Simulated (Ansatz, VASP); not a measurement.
## One calculation of Ca, two programs

```
Ca
1.0
     0.00000    2.76271    2.76271
     2.76271    0.00000    2.76271
     2.76271    2.76271    0.00000
Ca
1
Cartesian
  0.0000 0.0000 0.0000
```

Alike in both runs: task single point; functional PBE; k mesh 11 × 11 × 11; occupations fermi-dirac, width 0.1 eV; no spin polarisation.

|  | VASP | Ansatz |
| --- | --- | --- |
| version | VASP 6.6.1 | Ansatz 0.2.0 |
| potentials or method | VASP PAW PBE potentials, release 64 (Ca_sv), cutoff 520 eV | plane waves (420 eV) with PAW, scalar-relativistic |
| valence electrons in the cell | 10 | 10 |

|  | VASP | Ansatz | Ansatz less VASP |
| --- | --- | --- | --- |
| pressure (GPa) | 0.0 | 0.0 | 0.00 |

The functional is the same, so the differences come from potentials, cutoffs and numerics.
